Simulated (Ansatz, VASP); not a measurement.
Sn: VASP beside Ansatz

```
CELL_PARAMETERS angstrom
-1.86784 1.86784 1.86784
1.86784 -1.86784 1.86784
1.86784 1.86784 -1.86784
ATOMIC_POSITIONS crystal
Sn 0.00000 0.00000 0.00000
```

Alike in both runs: functional PBEsol; k mesh 12 × 12 × 12; occupations fermi-dirac, width 0.1 eV; no spin polarisation.

Ansatz relaxed the structure, and its values are those at the end. VASP's run is a single point on that final structure, the one shown.

|  | VASP | Ansatz |
| --- | --- | --- |
| version | VASP 6.6.1 | Ansatz 0.2.0 |
| potentials or method | VASP PAW PBE potentials, release 64 (Sn_d), cutoff 520 eV | plane waves (420 eV) with PAW, scalar-relativistic |
| valence electrons in the cell | 14 | 14 |

|  | VASP | Ansatz | Ansatz less VASP |
| --- | --- | --- | --- |
| pressure (GPa) | -0.1 | 0.0 | +0.07 |

VASP's potentials were made for PBE, not for PBEsol, and Ansatz warns of the same on its side. With one functional, cell and mesh, what is left measures potentials, basis and numerics.
